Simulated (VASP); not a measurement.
# ZnO (Cmmm) in VASP: settings compared

The runs below take ZnO through single point, with PBE, LDA, PBEsol, r2SCAN.

Program: VASP 6.6.1. These are calculated values, not measurements. Logs are shortened: lines on timing, memory, paths and dates and some standing lists are left out, and cuts for length are marked.

## (1) The cell of the first run

Symmetry: Cmmm, No. 65, orthorhombic system. Conventional cell: a = 2.866 Å, b = 7.054 Å, c = 2.838 Å, α = 90.00°, β = 90.00°, γ = 90.00°. Zn (site symmetry mmm) has 4 O at 2.02 Å within 2.7 Å. Within 2.7 Å of O (site symmetry mmm) lie 4 Zn at 2.02 Å.

## (2) Single point, PBE

File INCAR:

```
PREC = Accurate
ENCUT = 520
EDIFF = 1E-6
ISMEAR = -1
SIGMA = 0.05
LREAL = False
LASPH = True
NELM = 60
ALGO = Normal
ISIF = 2
LWAVE = False
LCHARG = True
GGA = PE
LELF = True
LVHAR = True
NBANDS = 16
```

File KPOINTS:

```
regular mesh
0
Gamma
  10 10 9
```

File POSCAR:

```
ZnO
1.0
    1.4332300000     -3.5270800000      0.0000000000
    1.4332300000      3.5270800000      0.0000000000
    0.0000000000      0.0000000000      2.8384900000
Zn O
1 1
Direct
    0.0000000000      0.0000000000      0.0000000000
    0.5000000000      0.5000000000      0.5000000000
```

Potentials or basis: VASP PAW PBE potentials, release 64 (Zn, O).

On the command line:

```
cat potpaw_PBE.64/Zn/POTCAR potpaw_PBE.64/O/POTCAR > POTCAR
mpirun -np 1 vasp_std > vasp.out
```

OUTCAR:

```text
PREC = Accurate
   ENCUT = 520
   EDIFF = 1E-6
   ISMEAR = -1
   LREAL = False
   LASPH = True
   NELM = 60
   ISIF = 2
   GGA = PE

 ion  position               nearest neighbor table
   1  0.000  0.000  0.000-   2 2.02   2 2.02   2 2.02   2 2.02
   2  0.500  0.500  0.500-   1 2.02   1 2.02   1 2.02   1 2.02

  LATTYP: Found a base centered orthorhombic cell.
 ALAT       =     2.8664600000
 B/A-ratio  =     2.4609309043
 C/A-ratio  =     0.9902423198

  Lattice vectors:

 A1 = (   1.4332300000,  -3.5270800000,   0.0000000000)
 A2 = (   1.4332300000,   3.5270800000,   0.0000000000)
 A3 = (   0.0000000000,   0.0000000000,   2.8384900000)

Analysis of symmetry for initial positions (statically):
=====================================================================
 Subroutine PRICEL returns:
 Original cell was already a primitive cell.

 Routine SETGRP: Setting up the symmetry group for a
 base centered orthorhombic supercell.

 Subroutine GETGRP returns: Found  8 space group operations
 (whereof  8 operations were pure point group operations)
 out of a pool of  8 trial point group operations.

The static configuration has the point symmetry D_2h.

Analysis of symmetry for dynamics (positions and initial velocities):
=====================================================================
 Subroutine PRICEL returns:
 Original cell was already a primitive cell.

 Routine SETGRP: Setting up the symmetry group for a
 base centered orthorhombic supercell.

 Subroutine GETGRP returns: Found  8 space group operations
 (whereof  8 operations were pure point group operations)
 out of a pool of  8 trial point group operations.

The dynamic configuration has the point symmetry D_2h.

 Subroutine INISYM returns: Found  8 space group operations
 (whereof  8 operations are pure point group operations),
 and found     1 'primitive' translations

----------------------------------------------------------------------------------------

                                     Primitive cell

  volume of cell :      28.6978

  direct lattice vectors                    reciprocal lattice vectors
     1.433230000 -3.527080000  0.000000000     0.348862360 -0.141760323  0.000000000
[... 74 lines left out ...]
   NGX,Y,Z   is equivalent  to a cutoff of  12.23, 12.23, 14.06 a.u.
   NGXF,Y,Z  is equivalent  to a cutoff of  24.45, 24.45, 28.11 a.u.
 SYSTEM =  unknown system
   PREC   = accura    normal or accurate (medium, high low for compatibility)
   ISTART =      0    job   : 0-new  1-cont  2-samecut
   ICHARG =      2    charge: 1-file 2-atom 10-const
   ISPIN  =      1    spin polarized calculation?
   LNONCOLLINEAR =      F non collinear calculations
   LSORBIT =      F    spin-orbit coupling
   LASPH  =      T    aspherical Exc in radial PAW
   ENCUT  =  520.0 eV  38.22 Ry    6.18 a.u.   7.08  7.08  5.28*2*pi/ulx,y,z
   NELM   =     60;   NELMIN=  2; NELMDL= -5     # of ELM steps
   EDIFF  = 0.1E-05   stopping-criterion for ELM
   LREAL  =      F    real-space projection
   EDIFFG = 0.1E-04   stopping-criterion for IOM
   NSW    =      0    number of steps for IOM
   IBRION =     -1    ionic relax: 0-MD 1-quasi-New 2-CG
   NFREE  =      0    steps in history (QN), initial steepest desc. (CG)
   ISIF   =      2    stress and relaxation
   ISYM   =      2    0-nonsym 1-usesym 2-fastsym
   POTIM  = 0.5000    time-step for ionic-motion
   TEBEG  =    0.0;   TEEND  =   0.0 temperature during run
   PSTRESS=    0.0 pullay stress
   NELECT =      18.0000    total number of electrons
   NUPDOWN=      -1.0000    fix difference up-down
   EMIN   =  10.00;   EMAX   =-10.00  energy-range for DOS
   EFERMI =   0.00;   METHOD = LEGACY
   ISMEAR =    -1;   SIGMA  =   0.05  broadening in eV -4-tet -1-fermi 0-gaus
   EFERMI_NEDOS =   21; number of points for ismear=-14 and -15
   IALGO  =     38    algorithm
   IMIX   =      4    mixing-type and parameters
     AMIX     =   0.40;   BMIX     =  1.00
     AMIX_MAG =   1.60;   BMIX_MAG =  1.00
  volume/ion in A,a.u.               =      14.35        96.83
  Fermi-wavevector in a.u.,A,eV,Ry     =   1.401359  2.648185 26.719226  1.963808
  Thomas-Fermi vector in A             =   2.524228
   LORBIT       =      0    0 simple, 1 ext, 2 COOP (PROOUT), +10 PAW based schemes
   GGA     = PE    functional components
   LHFCALC =     F    Hartree Fock is set to
   AEXX    =    0.0000 exact exchange contribution
   IVDW    =     0    specifies the selected vdW correction
   LEPSILON=     F    determine dielectric tensor
   LRPA    =     F    only Hartree local field effects (RPA)
 non-spin polarized calculation
  energy-cutoff  :      520.00
  volume of cell :       28.70
 maximum number of plane-waves:       786
   NGX = 15   NGY = 15   NGZ = 11

 number of electron      18.0000015 magnetization

 Free energy of the ion-electron system (eV)
  ---------------------------------------------------
  ext. energy  EPLUGINS =         0.00000000
  ---------------------------------------------------
  free energy    TOTEN  =        -8.18822183 eV

  energy without entropy =       -8.18726434  energy(sigma->0) =       -8.18774309

 E-fermi :   1.0375     XC(G=0):  -9.7758

 val. band max:        1.0322587502   @ k =  -0.1000   0.1000   0.0000
 cond. band min:       1.4792114889   @ k =   0.1000  -0.0000   0.0000
 fundamental gap:      0.4469527387
 Fermi energy:         1.0374609144

 k-point     1 :       0.0000    0.0000    0.0000
  band No.  band energies     occupation
      1     -17.6519      2.00000
      2      -5.1873      2.00000
      3      -5.0256      2.00000
      4      -4.7349      2.00000
      5      -4.6902      2.00000
      6      -4.4742      2.00000
[... 433 lines left out ...]
      3      -5.4963      2.00000
      4      -5.3004      2.00000
      5      -4.7403      2.00000
      6      -4.6893      2.00000
[... 8 lines left out ...]
     15      18.5606      0.00000
     16      20.7854      0.00000

 [... further k-points ...]
[... 5 lines left out ...]
  --------------------------------------------------------------------------------------
  -------------------------------------------------------------------------------------
  Total        0.2357260     -0.0197367      0.2326030      0.0000000      0.0000000      0.0000000
  in kB       13.1604150     -1.1018865     12.9860579      0.0000000      0.0000000      0.0000000
  external PRESSURE =       8.3481955 kB  Pullay stress =       0.0000000 kB

 VOLUME and BASIS-vectors are now :
 -----------------------------------------------------------------------------
  energy-cutoff  :      520.00
  volume of cell :       28.70
      direct lattice vectors                 reciprocal lattice vectors
     1.433230000 -3.527080000  0.000000000     0.348862360 -0.141760323  0.000000000
     1.433230000  3.527080000  0.000000000     0.348862360  0.141760323  0.000000000
     0.000000000  0.000000000  2.838490000     0.000000000  0.000000000  0.352299990

 POSITION                                       TOTAL-FORCE (eV/Angst)
 -----------------------------------------------------------------------------------
      0.00000      0.00000      0.00000        -0.000000     -0.000000      0.000000
      1.43323      0.00000      1.41925         0.000000      0.000000      0.000000
 -----------------------------------------------------------------------------------
    total drift:                                0.000000      0.000000      0.000000

  FREE ENERGIE OF THE ION-ELECTRON SYSTEM (eV)
  ---------------------------------------------------
  free  energy   TOTEN  =        -8.1882218294 eV

  energy  without entropy=       -8.1872643433  energy(sigma->0) =       -8.18774309
```

Wall time 46 s (1 thread of Intel Xeon Platinum 8259CL at 2.50GHz (Skylake/Cascade Lake), shared host); peak memory 0.19 GiB.

Results:

* Free energy: -8.1882 eV
* Pressure: 0.8 GPa
* Band gap on the k mesh: zero (band 9 reaches 0.94 eV, above the bottom of band 10 at 0.77 eV)

## (3) Single point, LDA

This run uses another cell than the first one, of 11.22 Å³/atom, 0.782 times its volume.

File INCAR:

```
SYSTEM = ZnO
PREC = Accurate
ENCUT = 520
EDIFF = 1E-6
ISMEAR = -1
SIGMA = 0.05
LREAL = .FALSE.
LASPH = .TRUE.
NELM = 60
ALGO = Normal
ISIF = 2
LWAVE = .FALSE.
LCHARG = .TRUE.
LELF = .TRUE.
LVHAR = .TRUE.
NBANDS = 16
```

File KPOINTS:

```
regular mesh
0
G
  10 10 9
  0 0 0
```

File POSCAR:

```
ZnO
1.0
    1.4183463740     -2.8735758803      0.0000000000
    1.4183463740      2.8735758803      0.0000000000
    0.0000000000      0.0000000000      2.7520283425
Zn O
1 1
Direct
    0.0000000000      0.0000000000      0.0000000000
    0.5000000000      0.5000000000      0.5000000000
```

Potentials or basis: VASP PAW LDA potentials, release 64 (Zn, O).

On the command line:

```
cat potpaw_LDA.64/Zn/POTCAR potpaw_LDA.64/O/POTCAR > POTCAR
mpirun -np 1 vasp_std > vasp.out
```

Wall time 14 s (1 thread of Intel Xeon 6975P-C (Granite Rapids), shared host); peak memory 0.17 GiB.

The run converged. Its results:

* Free energy: -9.7561 eV
* Pressure: 1.4 GPa
* Band gap on the k mesh: zero (band 9 reaches 2.34 eV, above the bottom of band 10 at 2.16 eV)

Stress tensor (GPa, compression positive):
```
 2.16  0.00  0.00
 0.00 -0.12  0.00
 0.00  0.00  2.04
```

Levels at points of the mesh, in eV from the Fermi level:
```csv
k point,band 5,band 6,band 7,band 8,band 9,band 10,band 11,band 12,band 13,band 14
"(0.00, 0.00, 0.00)",-5.95,-5.81,-3.03,-2.95,-2.37,-0.31,12.25,13.32,14.44,16.96
"(0.50, 0.00, 0.00)",-5.97,-5.93,-4.78,-1.85,-0.13,3.34,6.97,9.97,15.12,16.09
"(0.50, 0.50, 0.00)",-5.96,-5.88,-5.83,-3.34,-2.70,3.66,5.10,14.04,15.89,18.38
```

## (4) Single point, PBEsol

This run uses another cell than the first one, of 12.04 Å³/atom, 0.839 times its volume.

File INCAR:

```
SYSTEM = ZnO
ALGO = Normal ; EDIFF = 1E-6
ENCUT = 520 ; GGA = PS
ISIF = 2 ; ISMEAR = -1
LASPH = .TRUE. ; LCHARG = .FALSE.
LREAL = .FALSE. ; LWAVE = .FALSE.
NBANDS = 16 ; NELM = 100
PREC = Accurate ; SIGMA = 0.05
```

File KPOINTS:

```
k-points
0
G
  10 10 9
  0 0 0
```

File POSCAR:

```
ZnO
1.0
    1.4289805164     -3.0219235370      0.0000000000
    1.4289805164      3.0219235370      0.0000000000
    0.0000000000      0.0000000000      2.7891032306
Zn O
1 1
Direct
    0.0000000000      0.0000000000      0.0000000000
    0.5000000000      0.5000000000      0.5000000000
```

Potentials or basis: VASP PAW PBE potentials, release 64 (Zn, O).

On the command line:

```
cat potpaw_PBE.64/Zn/POTCAR potpaw_PBE.64/O/POTCAR > POTCAR
mpirun -np 1 vasp_std > vasp.out
```

Run time: 25 s. Hardware: 1 thread of Intel Xeon 6975P-C (Granite Rapids), shared host; peak memory 0.19 GiB.

It converged, with:

```
Free energy            : -8.9309 eV
Pressure               : 1.0 GPa
Band gap on the k mesh : zero (band 9 reaches 1.92 eV, above the bottom of band 10 at 1.61 eV)
```

Stress tensor (GPa, compression positive):
```
 1.63  0.00  0.00
 0.00 -0.26  0.00
 0.00  0.00  1.56
```

Levels at points of the mesh, in eV from the Fermi level:
| k point | band 7 | band 8 | band 9 | band 10 | band 11 | band 12 |
| --- | --- | --- | --- | --- | --- | --- |
| (0.00, 0.00, 0.00) | -2.87 | -2.79 | -2.43 | -0.41 | 11.61 | 12.49 |
| (0.50, 0.00, 0.00) | -4.60 | -1.78 | -0.11 | 3.45 | 6.77 | 9.53 |
| (0.50, 0.50, 0.00) | -5.52 | -3.09 | -2.60 | 3.25 | 4.88 | 13.88 |

Caveat: the PAW data sets were made with another functional, which shifts forces and pressure a little.

## (5) Single point, r2SCAN

This run uses another cell than the first one, of 12.12 Å³/atom, 0.844 times its volume.

File POSCAR:

```
ZnO
1.0
    1.4287784493     -3.0391739815      0.0000000000
    1.4287784493      3.0391739815      0.0000000000
    0.0000000000      0.0000000000      2.7902567410
Zn O
1 1
Direct
    0.0000000000      0.0000000000      0.0000000000
    0.5000000000      0.5000000000      0.5000000000
```

File INCAR.step1:

```
ALGO = Normal
EDIFF = 1E-4
ENCUT = 520
GGA = PE
ISMEAR = -1
LASPH = T
LCHARG = F
LREAL = F
LWAVE = T
NBANDS = 16
NELM = 80
PREC = Accurate
SIGMA = 0.05
```

File INCAR.step2:

```
ALGO = Normal
EDIFF = 1E-7
ENCUT = 520
ISIF = 2
ISMEAR = -1
ISTART = 1
LASPH = T
LCHARG = F
LMIXTAU = T
LREAL = F
LWAVE = F
METAGGA = R2SCAN
NBANDS = 16
NELM = 80
PREC = Accurate
SIGMA = 0.05
```

File KPOINTS:

```
k-points
0
Gamma
  10 10 9
```

On the command line:

```
cat potpaw_PBE.64/Zn/POTCAR potpaw_PBE.64/O/POTCAR > POTCAR
cp INCAR.step1 INCAR
mpirun -np 1 vasp_std > vasp.out
cp INCAR.step2 INCAR
mpirun -np 1 vasp_std > vasp.out
```

Run time: 2 min. Hardware: 1 thread of Intel Xeon 6975P-C (Granite Rapids), shared host; peak memory 0.2 GiB.

It converged, with:

```
Free energy            : -17.3704 eV
Pressure               : 1.1 GPa
Band gap on the k mesh : 0.19 eV, indirect (least direct gap 2.65 eV)
```

Stress tensor (GPa, compression positive):
```
 1.78  0.00  0.00
 0.00 -0.16  0.00
 0.00  0.00  1.78
```

Levels at points of the mesh, in eV from the valence-band top:
```
           k point  band 7  band 8  band 9  band 10  band 11  band 12
(0.00, 0.00, 0.00)   -2.79   -2.71   -2.46     0.19    12.46    13.40
(0.50, 0.00, 0.00)   -4.53   -1.79    0.00     4.16     7.52    10.56
(0.50, 0.50, 0.00)   -5.41   -3.01   -2.53     4.06     5.50    14.84
```

Caveat: the PAW data sets were made with another functional, which shifts forces and pressure a little.

## (6) The runs side by side

| level | potentials or basis | cell | gap on the mesh (eV) | pressure (GPa) |
| --- | --- | --- | --- | --- |
| PBE | VASP PAW PBE potentials, release 64 (Zn, O) | a = 3.807, b = 3.807, c = 2.838 Å, angles 90.0, 90.0, 135.8°, 2 atoms | none | 0.8 |
| LDA | VASP PAW LDA potentials, release 64 (Zn, O) | a = 3.205, b = 3.205, c = 2.752 Å, angles 90.0, 90.0, 127.5°, 2 atoms | none | 1.4 |
| PBEsol | VASP PAW PBE potentials, release 64 (Zn, O) | a = 3.343, b = 3.343, c = 2.789 Å, angles 90.0, 90.0, 129.4°, 2 atoms | none | 1.0 |
| r2SCAN | VASP PAW PBE potentials, release 64 (Zn, O) | a = 3.358, b = 3.358, c = 2.790 Å, angles 90.0, 90.0, 129.6°, 2 atoms | 0.19 | 1.1 |

Alike in all rows: task single point; no spin polarisation; k mesh 10 × 10 × 9; cutoff (eV) 520; smearing fermi-dirac 0.05 eV.

Caveats: the PAW data sets were made with another functional, which shifts forces and pressure a little (some runs).

Total energies depend on the potentials used, so only differences within one code and one set of settings carry meaning.
